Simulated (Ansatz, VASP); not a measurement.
## AlGa3N4 in VASP and in Ansatz

Contents of INCAR:

```
  PREC = Accurate
  ENCUT = 520
  EDIFF = 1E-6
  ISMEAR = 0
  SIGMA = 0.1
  LREAL = Auto
  LASPH = T
  NELM = 60
  ALGO = Normal
  ISIF = 2
  LWAVE = F
  LCHARG = F
  GGA = PS
  NBANDS = 76
```

Contents of KPOINTS:

```
regular mesh
0
Gamma
  4 3 3
```

File POSCAR:

```
AlGa3N4
1.0
    0.0000000000      0.0000000000     -5.1324106400
    3.1593236200      5.4721090300      0.0000000000
    3.1593236200     -5.4721090300      0.0000000000
Al Ga N
2 6 8
Direct
    0.0000000000      0.1666666700      0.3333333300
    0.5000000000      0.3333333300      0.6666666700
    0.0000000000      0.1666666700      0.8333333300
    0.0000000000      0.6666666700      0.3333333300
    0.0000000000      0.6666666700      0.8333333300
    0.5000000000      0.3333333300      0.1666666700
    0.5000000000      0.8333333300      0.6666666700
    0.5000000000      0.8333333300      0.1666666700
    0.6250000000      0.1666666700      0.3333333300
    0.6250000000      0.1666666700      0.8333333300
    0.6250000000      0.6666666700      0.3333333300
    0.6250000000      0.6666666700      0.8333333300
    0.1250000000      0.3333333300      0.6666666700
    0.1250000000      0.3333333300      0.1666666700
    0.1250000000      0.8333333300      0.6666666700
    0.1250000000      0.8333333300      0.1666666700
```

Input for Ansatz:

```yaml
crystal:
  lattice:
    - [0.0, 0.0, -5.13241064]
    - [3.15932362, 5.47210903, 0.0]
    - [3.15932362, -5.47210903, 0.0]
  atoms:
    - { symbol: Al, position: [0.0, 0.16666667, 0.33333333] }
    - { symbol: Ga, position: [0.0, 0.16666667, 0.83333333] }
    - { symbol: Ga, position: [0.0, 0.66666667, 0.33333333] }
    - { symbol: Ga, position: [0.0, 0.66666667, 0.83333333] }
    - { symbol: Al, position: [0.5, 0.33333333, 0.66666667] }
    - { symbol: Ga, position: [0.5, 0.33333333, 0.16666667] }
    - { symbol: Ga, position: [0.5, 0.83333333, 0.66666667] }
    - { symbol: Ga, position: [0.5, 0.83333333, 0.16666667] }
    - { symbol: "N", position: [0.625, 0.16666667, 0.33333333] }
    - { symbol: "N", position: [0.625, 0.16666667, 0.83333333] }
    - { symbol: "N", position: [0.625, 0.66666667, 0.33333333] }
    - { symbol: "N", position: [0.625, 0.66666667, 0.83333333] }
    - { symbol: "N", position: [0.125, 0.33333333, 0.66666667] }
    - { symbol: "N", position: [0.125, 0.33333333, 0.16666667] }
    - { symbol: "N", position: [0.125, 0.83333333, 0.66666667] }
    - { symbol: "N", position: [0.125, 0.83333333, 0.16666667] }
basis:
  ecutwfc: 420
kpoints:
  mp_grid: { grid: [4, 3, 3] }
hamiltonian:
  xc: pbesol
scf:
  occupations: { method: gaussian, width: 0.1 }
output:
  forces: true
  stress: true
  eigenvalues: true
```

Alike in both runs: task single point; functional PBEsol; k mesh 4 × 3 × 3; occupations gaussian, width 0.1 eV; no spin polarisation.

|  | VASP | Ansatz |
| --- | --- | --- |
| version | VASP 6.6.1 | Ansatz 0.2.0 |
| potentials or method | VASP PAW PBE potentials, release 64 (Al, Ga_d, N), cutoff 520 eV | scalar-relativistic, plane waves, PAW |
| valence electrons in the cell | 124 | 124 |

```tsv
	VASP	Ansatz	Ansatz less VASP
gap on the k mesh at the Fermi level (eV)	2.43	2.41	-0.019
least direct gap on the mesh (eV)	2.43	2.41	-0.019
pressure (GPa)	0.9	1.2	+0.22
rms of the force components (eV/Å)	0.334	0.337	+0.0034
```

VASP's potentials were made for PBE, not for PBEsol. The functional is the same, so the differences come from potentials, cutoffs and numerics.
